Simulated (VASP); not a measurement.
# InAs (Fm-3m) in VASP: notebook, part 2 of 2

VASP 6.6.1.

## 5. Relaxation of cell and atoms, PBE+D3(BJ)

The input, INCAR:

```
PREC = Accurate ; ENCUT = 600
EDIFF = 1E-7 ; ISMEAR = -1
SIGMA = 0.05 ; LREAL = F
LASPH = T ; NELM = 100
ALGO = Normal ; ISIF = 3
LWAVE = F ; LCHARG = F
GGA = PE ; IVDW = 12
IBRION = 2 ; NSW = 60
EDIFFG = -0.01
```

The input, KPOINTS:

```
Automatic mesh
0
Gamma
  8 8 8
```

The input, POSCAR:

```
InAs
1.0
    0.0000000000      2.8773040000      2.8773040000
    2.8773040000      0.0000000000      2.8773040000
    2.8773040000      2.8773040000      0.0000000000
In As
1 1
Direct
    0.5000000000      0.5000000000      0.5000000000
    0.0000000000      0.0000000000      0.0000000000
```

Potentials or basis: VASP PAW PBE potentials, release 64 (In_d, As).

Launch:

```bash
$ cat potpaw_PBE.64/In_d/POTCAR potpaw_PBE.64/As/POTCAR > POTCAR
$ mpirun -np 1 vasp_std > vasp.out
```

OUTCAR:

```text
PREC = Accurate
   ENCUT = 600
   EDIFF = 1E-7
   ISMEAR = -1
   LREAL = F
   LASPH = T
   NELM = 100
   ISIF = 3
   GGA = PE
   IVDW = 12
   IBRION = 2
   NSW = 60
   EDIFFG = -0.01
 IVDW          = 12

 ion  position               nearest neighbor table
   1  0.500  0.500  0.500-   2 2.88   2 2.88   2 2.88   2 2.88   2 2.88   2 2.88
   2  0.000  0.000  0.000-   1 2.88   1 2.88   1 2.88   1 2.88   1 2.88   1 2.88

  LATTYP: Found a face centered cubic cell.
 ALAT       =     5.7546080000

  Lattice vectors:

 A1 = (   0.0000000000,   2.8773040000,   2.8773040000)
 A2 = (   2.8773040000,   0.0000000000,   2.8773040000)
 A3 = (   2.8773040000,   2.8773040000,   0.0000000000)

Analysis of symmetry for initial positions (statically):
=====================================================================
 Subroutine PRICEL returns:
 Original cell was already a primitive cell.

 Routine SETGRP: Setting up the symmetry group for a
 face centered cubic supercell.

 Subroutine GETGRP returns: Found 48 space group operations
 (whereof 48 operations were pure point group operations)
 out of a pool of 48 trial point group operations.

The static configuration has the point symmetry O_h .

Analysis of symmetry for dynamics (positions and initial velocities):
=====================================================================
 Subroutine PRICEL returns:
 Original cell was already a primitive cell.

 Routine SETGRP: Setting up the symmetry group for a
 face centered cubic supercell.

 Subroutine GETGRP returns: Found 48 space group operations
 (whereof 48 operations were pure point group operations)
 out of a pool of 48 trial point group operations.

The dynamic configuration has the point symmetry O_h .

 Subroutine INISYM returns: Found 48 space group operations
 (whereof 48 operations are pure point group operations),
 and found     1 'primitive' translations

----------------------------------------------------------------------------------------

                                     Primitive cell

  volume of cell :      47.6417

  direct lattice vectors                    reciprocal lattice vectors
     0.000000000  2.877304000  2.877304000    -0.173773783  0.173773783  0.173773783
     2.877304000  0.000000000  2.877304000     0.173773783 -0.173773783  0.173773783
[... 105 lines left out ...]
     AMIX_MAG =   1.60;   BMIX_MAG =  1.00
  volume/ion in A,a.u.               =      23.82       160.75
  Fermi-wavevector in a.u.,A,eV,Ry     =   1.183505  2.236499 19.057448  1.400683
  Thomas-Fermi vector in A             =   2.319738
   LORBIT       =      0    0 simple, 1 ext, 2 COOP (PROOUT), +10 PAW based schemes
   GGA     = PE    functional components
   LHFCALC =     F    Hartree Fock is set to
   AEXX    =    0.0000 exact exchange contribution
   IVDW    =    12    specifies the selected vdW correction
   LEPSILON=     F    determine dielectric tensor
   LRPA    =     F    only Hartree local field effects (RPA)
 conjugate gradient relaxation of ions
 non-spin polarized calculation
  energy-cutoff  :      600.00
  volume of cell :       47.64
 maximum number of plane-waves:      1639
 NGX is ok and might be reduce to    36
   NGX = 17   NGY = 17   NGZ = 17

--------------------------------------- Ionic step        1  -------------------------------------------

 number of electron      18.0000003 magnetization

 Free energy of the ion-electron system (eV)
  ---------------------------------------------------
  ext. energy  EPLUGINS =         0.00000000
  ---------------------------------------------------
  free energy    TOTEN  =        -7.31956255 eV

  energy without entropy =       -7.30804061  energy(sigma->0) =       -7.31380158

------------------------ aborting loop because EDIFF is reached ----------------------------------------

 Edisp (eV)   -0.75436

 E8    (eV) :    -0.3491
[... 71 lines left out ...]
--------------------------------------- Ionic step        3  -------------------------------------------

 number of electron      17.9999998 magnetization

 Free energy of the ion-electron system (eV)
  ---------------------------------------------------
  ext. energy  EPLUGINS =         0.00000000
  ---------------------------------------------------
  free energy    TOTEN  =        -7.30309242 eV

  energy without entropy =       -7.29157470  energy(sigma->0) =       -7.29733356

 E-fermi :   6.4007     XC(G=0): -10.2869

 val. band max:        6.3369876306   @ k =   0.3750   0.2500   0.0000
 cond. band min:       6.4252641113   @ k =  -0.3750   0.1250   0.0000
 fundamental gap:      0.0882764807
 Fermi energy:         6.4006562005

 k-point     1 :       0.0000    0.0000    0.0000
  band No.  band energies     occupation
      1      -7.9723      2.00000
      2      -7.9723      2.00000
      3      -7.9494      2.00000
      4      -7.9494      2.00000
      5      -7.9494      2.00000
      6      -5.9978      2.00000
      7       6.0193      1.99903
      8       6.1612      1.98349
      9       6.1612      1.98349
     10       6.1612      1.98349
     11      13.6007      0.00000
     12      13.6007      0.00000
     13      13.6007      0.00000
[... 354 lines left out ...]
  band No.  band energies     occupation
      1      -8.1152      2.00000
      2      -8.0050      2.00000
      3      -7.9390      2.00000
      4      -7.9126      2.00000
      5      -7.8792      2.00000
      6      -3.7534      2.00000
      7       0.2203      2.00000
      8       3.9895      2.00000
      9       4.8015      2.00000
     10       8.5941      0.00000
     11       9.7249      0.00000
     12      12.4452      0.00000
     13      13.9537      0.00000

 [... further k-points ...]

------------------------ aborting loop because EDIFF is reached ----------------------------------------

 Edisp (eV)   -0.78700

 E8    (eV) :    -0.3641
[... 25 lines left out ...]
  FREE ENERGIE OF THE ION-ELECTRON SYSTEM (eV)
  ---------------------------------------------------
  free  energy   TOTEN  =        -8.0900942814 eV

  energy  without entropy=       -8.0785765560  energy(sigma->0) =       -8.08433542

 reached required accuracy - stopping structural energy minimisation
```

CONTCAR:

```text
InAs
   1.00000000000000
    -0.0000000000000000    2.8378735666033013    2.8378735666033013
     2.8378735666033013   -0.0000000000000000    2.8378735666033013
     2.8378735666033013    2.8378735666033013   -0.0000000000000000
  In              As
     1     1
Direct
     0.5000000000000000    0.5000000000000000    0.5000000000000000
     0.0000000000000000    0.0000000000000000    0.0000000000000000

  0.00000000E+00  0.00000000E+00  0.00000000E+00
  0.00000000E+00  0.00000000E+00  0.00000000E+00
```

Wall time 2.1 min (1 thread of Intel Xeon 8259CL, shared host); peak memory 0.22 GiB.

What came out:

* Free energy: -8.0901 eV
* Relaxed volume: 22.85 Å³/atom
* Relaxed cell: a = 4.013 Å, b = 4.013 Å, c = 4.013 Å, α = 60.00°, β = 60.00°, γ = 60.00°
* Space group after relaxing (to 0.05 Å): Fm-3m (No. 225)
* Energy gained by relaxing: 8.1 meV/atom
* Ionic steps: 3
* Pressure after relaxing: 0.0 GPa
* Band gap on the k mesh: zero (band 9 reaches 6.75 eV, above the bottom of band 10 at 4.03 eV)
* Dispersion energy per atom: -0.394 eV

The path:
```tsv
step	energy change (eV)	largest force (eV/Å)	pressure (GPa)	volume (Å³)
1	0.0000	0.0000	-2.57	47.64
2	-0.0141	0.0000	1.04	45.05
3	-0.0162	0.0000	0.01	45.71
```

Final structure:
```
In As
1.0
     0.00000    2.83787    2.83787
     2.83787    0.00000    2.83787
     2.83787    2.83787    0.00000
In As
1 1
Direct
  0.50000 0.50000 0.50000
  0.00000 0.00000 0.00000
```

Caveat: spin-orbit coupling is left out, which moves the levels of the heavy elements; pairwise dispersion overbinds metals, which lowers pressure and volume.

## 6. Summary

```tsv
task	level	cell	cutoff (eV)	smearing	gap on the mesh (eV)	pressure (GPa)
single point	PBE	as given	520	gaussian 0.023 eV	none	0.0
single point	PBE	as given	520	gaussian 0.024 eV	none	0.0
single point	PBE	as given	520	gaussian 0.025 eV	none	0.0
relaxation of cell and atoms	PBE+D3(BJ)	relaxed	600	fermi-dirac 0.05 eV	none	0.0
```

Alike in all rows: potentials or basis VASP PAW PBE potentials, release 64 (In_d, As); no spin polarisation; k mesh 8 × 8 × 8.

Every run on the cell as given and a fine mesh finds a metal.

Caveats: spin-orbit coupling is left out, which moves the levels of the heavy elements; pairwise dispersion overbinds metals, which lowers pressure and volume (some runs).

Absolute energies hang on the potentials; compare differences alone.
